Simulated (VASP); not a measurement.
**PtW3: single point with r2SCAN**

PtW3:

```
Pt W
1.0
     3.96466    0.00000    0.00000
     0.00000    3.96466    0.00000
     0.00000    0.00000    3.96466
Pt W
1 3
Cartesian
  0.0000 0.0000 0.0000
  0.0000 1.9823 1.9823
  1.9823 0.0000 1.9823
  1.9823 1.9823 0.0000
```

```
Program                : VASP 6.6.1
Task                   : single point
Functional             : r2SCAN
Potentials or basis    : VASP PAW PBE potentials, release 64 (Pt, W_sv)
Cutoff                 : 520 eV
k mesh                 : 12 × 12 × 12
Occupations            : gaussian, width 0.1 eV
Spin                   : no spin polarisation
Dipole correction      : no
Further INCAR settings : ALGO = Normal; EDIFF = 1e-06; NBANDS = 34
```

| Property | Result |
| --- | --- |
| Pressure | 1.3 GPa |
| Band gap on the k mesh | zero (bands 26 and 27 overlap by 3.65 eV) |

Levels at points of the mesh, in eV from the Fermi level:
| k point | band 22 | band 23 | band 24 | band 25 | band 26 | band 27 | band 28 | band 29 | band 30 | band 31 |
| --- | --- | --- | --- | --- | --- | --- | --- | --- | --- | --- |
| (0.00, 0.00, 0.00) | -2.01 | 0.33 | 0.33 | 2.65 | 2.65 | 2.65 | 3.58 | 3.58 | 3.58 | 4.33 |
| (0.50, 0.00, 0.00) | -2.62 | -2.62 | -0.20 | 0.01 | 0.01 | 0.75 | 1.24 | 1.52 | 1.57 | 1.57 |
| (0.50, 0.50, 0.00) | -2.66 | -2.44 | -2.22 | -2.22 | 0.47 | 0.47 | 0.90 | 0.98 | 0.98 | 2.30 |
| (0.50, 0.50, 0.50) | -0.97 | -0.97 | -0.97 | -0.05 | -0.05 | -0.05 | 0.68 | 3.23 | 3.23 | 3.23 |

It took 7.8 min on 1 thread of AMD EPYC 7R13, with other jobs on the host, peak memory 0.25 GiB.

Caveat: the PAW data sets were made with another functional, which shifts forces and pressure a little; spin-orbit coupling is left out, which moves the levels of the heavy elements.
